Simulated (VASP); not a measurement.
Input of a VASP 6.6.1 run:

File INCAR:

```
SYSTEM = In3GaSb2N2
PREC = Accurate
ENCUT = 600
EDIFF = 1E-7
ISMEAR = 0
SIGMA = 0.15
LREAL = .FALSE.
LASPH = .TRUE.
NELM = 100
ALGO = Normal
ISIF = 3
LWAVE = .FALSE.
LCHARG = .FALSE.
GGA = PE
IBRION = 2
NSW = 36
EDIFFG = -0.08
```

KPOINTS

```
Automatic mesh
0
G
  3 3 2
  0 0 0
```

POSCAR

```
In3GaSb2N2
1.0
    4.6172675600      0.0000000000      0.0000000000
    0.0000000000      4.6172675600      0.0000000000
    0.0000000000      0.0000000000      8.1766611400
In Ga Sb N
3 1 2 2
Direct
    0.0000000000      0.0000000000      0.7331634700
    0.0000000000      0.0000000000      0.2668365300
    0.0000000000      0.0000000000      0.0000000000
    0.5000000000      0.5000000000      0.0000000000
    0.5000000000      0.0000000000      0.5000000000
    0.0000000000      0.5000000000      0.5000000000
    0.5000000000      0.0000000000      0.0000000000
    0.0000000000      0.5000000000      0.0000000000
```

Potentials or basis: VASP PAW PBE potentials, release 64 (In_d, Ga_d, Sb, N).

Launch:

```sh
$ cat potpaw_PBE.64/In_d/POTCAR potpaw_PBE.64/Ga_d/POTCAR potpaw_PBE.64/Sb/POTCAR potpaw_PBE.64/N/POTCAR > POTCAR
$ mpirun -np 1 vasp_std > vasp.out
```

Question: Predict the relaxed cell.

Answer: a = 4.321 Å, b = 4.321 Å, c = 11.324 Å, α = 90.00°, β = 90.00°, γ = 90.00°.

Question: What does it give for the band gap on the k mesh?

Answer: 0.01 eV (least direct gap 0.43 eV).

Question: Predict the space group after relaxing (to 0.1 Å).

Answer: P4/mmm (No. 123).

Step by step:
```
step  energy change (eV)  largest force (eV/Å)  pressure (GPa)  volume (Å³)
   1              0.0000                8.8789           13.69       174.32
   2             -5.3728                1.5351           -1.31       218.98
   3             -5.3222                1.0081           -0.55       201.89
   4             -5.3711                1.5423           -1.15       215.35
   5             -5.3917                1.4798           -1.11       212.30
   6             -5.7852                1.4675            0.62       207.73
   7             -5.7060                0.7857            9.87       192.42
   8             -6.0686                1.3769            2.98       202.48
   9             -6.1047                1.3152            4.92       199.05
  10             -6.2952                0.9103            3.87       202.94
  11             -6.3948                0.3656            2.79       207.53
  12             -6.3975                0.2707            2.61       208.39
  13             -6.4824                0.2821            0.89       212.35
  14             -6.4998                0.2933           -0.29       215.48
  15             -6.4999                0.2926           -0.23       215.32
  16             -6.5044                0.2807           -0.20       214.94
  17             -6.5162                0.2431           -0.12       213.82
  18             -6.5321                0.1592            0.08       211.56
  19             -6.5267                0.0564            0.60       207.04
  20             -6.5364                0.0928            0.27       209.84
  21             -6.5378                0.0155           -0.23       211.47
```

Caveat: the k points lie up to 0.48 Å⁻¹ apart in the final cell; the volume moved by over 15 % at a fixed basis, so the end points are rough; the smearing spreads over this small gap; semilocal functionals underestimate gaps, and a narrow one can read as zero; spin-orbit coupling is left out, which moves the levels of the heavy elements.
